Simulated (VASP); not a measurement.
Set up this calculation in VASP 6.6.1, as the native input.

* Task: relaxation of cell and atoms
* Functional: PBEsol
* Potentials or basis: VASP PAW PBE potentials, release 64 (W_sv, S)
* Cutoff: 600 eV
* k mesh: 10 × 10 × 10
* Occupations: gaussian, width 0.1 eV
* Spin: no spin polarisation
* Dipole correction: no
* Further INCAR settings: ALGO = Normal; EDIFF = 1e-07; IBRION = 2; EDIFFG = -0.005; NSW = 100; ISIF = 3

The structure of WS3 lies in POSCAR:

```
WS3
1.0
    4.6369163511      0.0000000000      0.0000000000
    0.0000000000      4.6369163511      0.0000000000
    0.0000000000      0.0000000000      4.6369163511
W S
1 3
Direct
    0.0000000000      0.0000000000      0.0000000000
    0.0000000000      0.0000000000      0.5000000000
    0.0000000000      0.5000000000      0.0000000000
    0.5000000000      0.0000000000      0.0000000000
```

These files were run (other wordings do the same):

INCAR

```
PREC = Accurate
ENCUT = 600
EDIFF = 1E-7
ISMEAR = 0
SIGMA = 0.1
LREAL = F
LASPH = T
NELM = 80
ALGO = Normal
ISIF = 3
LWAVE = F
LCHARG = F
GGA = PS
IBRION = 2
NSW = 100
EDIFFG = -0.005
```

KPOINTS

```
Automatic mesh
0
Gamma
  10 10 10
```

Potentials or basis: VASP PAW PBE potentials, release 64 (W_sv, S).

Run with:

```bash
$ cat potpaw_PBE.64/W_sv/POTCAR potpaw_PBE.64/S/POTCAR > POTCAR
$ mpirun -np 1 vasp_std > vasp.out
```

Results of the run:

The relaxed volume is 24.94 Å³/atom, the relaxed cell is a = 4.638 Å, b = 4.638 Å, c = 4.638 Å, α = 90.00°, β = 90.00°, γ = 90.00° and the space group after relaxing (to 0.05 Å) is Pm-3m (No. 221). The energy gained by relaxing is 0.0 meV/atom. The ionic steps are 3 and the pressure after relaxing is 0.0 GPa. The band gap on the k mesh is zero (band 16 reaches 3.44 eV, above the bottom of band 17 at 2.18 eV).

Caveat: the PAW data sets were made with another functional, which shifts forces and pressure a little; spin-orbit coupling is left out, which moves the levels of the heavy elements.

It took 4 min on 1 thread of Intel(R) Xeon(R) Platinum 8375C CPU @ 2.90GHz (Ice Lake), with other jobs on the host, peak memory 0.33 GiB.
